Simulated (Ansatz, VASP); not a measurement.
## ZnSe: VASP beside Ansatz

File INCAR:

```
PREC = Accurate
ENCUT = 500
EDIFF = 1E-6
ISMEAR = 0
SIGMA = 0.05
LREAL = False
LASPH = True
NELM = 120
ALGO = Normal
ISIF = 2
LWAVE = False
LCHARG = False
GGA = PE
NBANDS = 16
GGA_COMPAT = False
```

KPOINTS

```
regular mesh
0
Gamma
  6 6 6
```

Contents of POSCAR:

```
ZnSe
1.0
    0.0000000000      2.8667540572      2.8667540572
    2.8667540572      0.0000000000      2.8667540572
    2.8667540572      2.8667540572      0.0000000000
Zn Se
1 1
Direct
    0.0000000000      0.0000000000      0.0000000000
    0.2500000000      0.2500000000      0.2500000000
```

Input for Ansatz:

```yaml
crystal:
  lattice:
    - [0.0, 2.8667540572, 2.8667540572]
    - [2.8667540572, 0.0, 2.8667540572]
    - [2.8667540572, 2.8667540572, 0.0]
  atoms:
    - { symbol: Zn, position: [0.0, 0.0, 0.0] }
    - { symbol: Se, position: [0.25, 0.25, 0.25] }
basis:
  ecutwfc: 420
  ecutrho_ratio: 4
kpoints:
  mp_grid: { grid: [6, 6, 6] }
hamiltonian:
  xc: pbe
scf:
  occupations: { method: gaussian, width: 0.05 }
output:
  forces: true
  stress: true
  eigenvalues: true
```

Alike in both runs: task single point; functional PBE; k mesh 6 × 6 × 6; occupations gaussian, width 0.05 eV; no spin polarisation.

```csv
,VASP,Ansatz
version,VASP 6.6.1,Ansatz 0.2.0
potentials or method,"VASP PAW PBE potentials, release 64 (Zn, Se), cutoff 500 eV","scalar-relativistic, plane waves, PAW"
valence electrons in the cell,18,28
```

|  | VASP | Ansatz | Ansatz less VASP |
| --- | --- | --- | --- |
| gap on the k mesh at the Fermi level (eV) | 1.15 | 1.15 | -0.001 |
| least direct gap on the mesh (eV) | 1.15 | 1.15 | -0.001 |
| pressure (GPa) | 0.2 | 0.0 | -0.21 |

The functional is the same, so the differences come from potentials, cutoffs and numerics. VASP's potentials hold 18 valence electrons a cell and Ansatz's 28, so a difference there can come from the potentials and not from the codes.
